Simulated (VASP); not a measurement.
A run of VASP 6.6.1 is set up as follows.

File INCAR:

```
SYSTEM = Rb
PREC = Accurate ; ENCUT = 600
EDIFF = 1E-6 ; ISMEAR = 0
SIGMA = 0.1 ; LREAL = .FALSE.
LASPH = .TRUE. ; NELM = 100
ALGO = Fast ; ISIF = 3
LWAVE = .FALSE. ; LCHARG = .FALSE.
GGA = PS ; IBRION = 2
NSW = 100 ; EDIFFG = -0.005
```

Contents of KPOINTS:

```
Automatic mesh
0
G
  9 9 6
  0 0 0
```

Contents of POSCAR:

```
Rb
1.0
    5.0882069760      0.0000000000      0.0000000000
   -2.5441034880      4.4065165009      0.0000000000
    0.0000000000      0.0000000000      8.4420579800
Rb
2
Direct
    0.3333333300      0.6666666700      0.2500000000
    0.6666666700      0.3333333300      0.7500000000
```

Potentials or basis: VASP PAW PBE potentials, release 64 (Rb_sv).

Run with:

```sh
$ cat potpaw_PBE.64/Rb_sv/POTCAR > POTCAR
$ mpirun -np 1 vasp_std > vasp.out
```

(1) Predict the band gap on the k mesh.

(2) Predict the relaxed volume.

Results:

(1) zero (band 9 reaches 1.14 eV, above the bottom of band 10 at -1.30 eV).

(2) 86.40 Å³/atom.

Caveat: the PAW data sets were made with another functional, which shifts forces and pressure a little.
